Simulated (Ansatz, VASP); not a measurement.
Fe in VASP and in Ansatz

```xyz
2
Lattice="2.8557 0.0000 0.0000 0.0000 2.8557 0.0000 0.0000 0.0000 2.8557" Properties=species:S:1:pos:R:3 pbc="T T T"
Fe    0.0000    0.0000    0.0000
Fe    1.4279    1.4279    1.4279
```

Alike in both runs: task single point; functional PBE; k mesh 4 × 4 × 4; occupations fermi-dirac, width 0.05 eV; collinear spin; Hubbard terms Fe d U = 1.5 eV.

|  | VASP | Ansatz |
| --- | --- | --- |
| version | VASP 6.6.1 | Ansatz 0.2 development build |
| potentials or method | VASP PAW PBE potentials, release 64 (Fe) | scalar-relativistic |
| plane-wave cutoff (eV) | 600 | 1225 |

|  | VASP | Ansatz | Ansatz less VASP |
| --- | --- | --- | --- |
| net moment per atom (μB) | 2.69 | 2.64 | -0.051 |
| size of the moment on the site where the two differ most (μB) | 2.73 | 2.71 | -0.017 |

Site moments also hang on the region over which each program counts them. The programs project onto different local orbitals, so the same U acts differently, and such runs can settle in different states. Ansatz's warnings: filled band counts differ across k points.

The k mesh is coarse, so the values compare programs but aren't converged.
